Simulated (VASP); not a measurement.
Set up this calculation in VASP 6.6.1, as the native input.

```yaml
Task: single point
Functional: PBE
Potentials_or_basis: VASP PAW PBE potentials, release 64 (Ga_d, P)
Cutoff: 520 eV
k_mesh: 12 × 12 × 12
Occupations: fermi-dirac, width 0.1 eV
Spin: no spin polarisation
Dipole_correction: no
Further_INCAR_settings: ALGO = Normal; EDIFF = 1e-06; NBANDS = 16
```

The structure of GaP (zincblende type) lies in POSCAR:

```
GaP
1.0
    0.0000000000      2.6381598911      2.6381598911
    2.6381598911      0.0000000000      2.6381598911
    2.6381598911      2.6381598911      0.0000000000
Ga P
1 1
Direct
    0.0000000000      0.0000000000      0.0000000000
    0.2500000000      0.2500000000      0.2500000000
```

This cell differs from its parent crystal: volume scaled by 0.88.

One way to write it, as run:

INCAR

```
PREC     = Accurate       # precision mode
ENCUT    = 520            # plane-wave cutoff, eV
EDIFF    = 1E-6           # SCF threshold, eV
ISMEAR   = -1             # smearing method
SIGMA    = 0.1            # smearing width, eV
LREAL    = F              # projectors in reciprocal space
LASPH    = T              # aspherical terms in the spheres
NELM     = 80             # most SCF steps
ALGO     = Normal         # electronic algorithm
ISIF     = 2              # what is computed and relaxed
LWAVE    = F              # write WAVECAR
LCHARG   = T              # write CHGCAR
GGA      = PE             # functional
LELF     = T              # ELF
LVHAR    = T            
NBANDS   = 16             # bands
```

KPOINTS

```
regular mesh
0
Gamma
  12 12 12
```

Potentials or basis: VASP PAW PBE potentials, release 64 (Ga_d, P).

Launch:

```console
$ cat potpaw_PBE.64/Ga_d/POTCAR potpaw_PBE.64/P/POTCAR > POTCAR
$ mpirun -np 1 vasp_std > vasp.out
```

Results of the run:

```json
{
  "Pressure": "12.9 GPa",
  "Band gap on the k mesh": "1.40 eV, indirect (least direct gap 2.65 eV)"
}
```

Wall time 29 s on 1 thread of Intel(R) Xeon(R) 6975P-C (Granite Rapids), on a shared host, peak memory 0.18 GiB.
